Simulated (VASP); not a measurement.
# Al: single point with PBE+D3(BJ)

Crystal: Al.

```xyz
4
Lattice="2.8932 0.0000 0.0000 -1.4466 2.5056 0.0000 0.0000 0.0000 8.0434" Properties=species:S:1:pos:R:3 pbc="T T T"
Al    0.0000    0.0000    0.0000
Al    0.0000    1.6704    2.0109
Al    0.0000    0.0000    4.0217
Al    1.4466    0.8352    6.0326
```

This isn't the form of Al at room conditions, which is fcc.

```json
{
  "Program": "VASP 6.6.1",
  "Task": "single point",
  "Functional": "PBE",
  "Dispersion": "D3(BJ)",
  "Potentials or basis": "VASP PAW PBE potentials, release 64 (Al)",
  "Cutoff": "520 eV",
  "k mesh": "18 × 18 × 4",
  "Occupations": "gaussian, width 0.15 eV",
  "Spin": "no spin polarisation"
}
```

```
Pressure                   : 12.2 GPa
Band gap on the k mesh     : zero (bands 6 and 7 overlap by 9.13 eV)
Dispersion energy per atom : -0.383 eV
```

Stress tensor (GPa, compression positive):
```
 5.61  0.00  0.00
 0.00  5.61  0.00
 0.00  0.00 25.38
```

Levels at points of the mesh, in eV from the Fermi level:
| k point | band 4 | band 5 | band 6 | band 7 | band 8 | band 9 |
| --- | --- | --- | --- | --- | --- | --- |
| (0.00, 0.00, 0.00) | -3.86 | -2.38 | 7.09 | 7.22 | 9.05 | 9.05 |
| (0.50, 0.00, 0.00) | -4.36 | -3.78 | -3.60 | 1.27 | 1.71 | 2.97 |
| (0.00, 0.00, 0.50) | -6.99 | 1.68 | 1.68 | 9.46 | 9.46 | 9.46 |
| (0.50, 0.00, 0.50) | -5.62 | -1.77 | -1.77 | -0.98 | -0.98 | 4.68 |

Wall time 110 s on 1 thread of Intel Xeon 8259CL (shared host), peak memory 0.22 GiB.

Caveat: the stress differs along the axes, from 6 to 25 GPa.
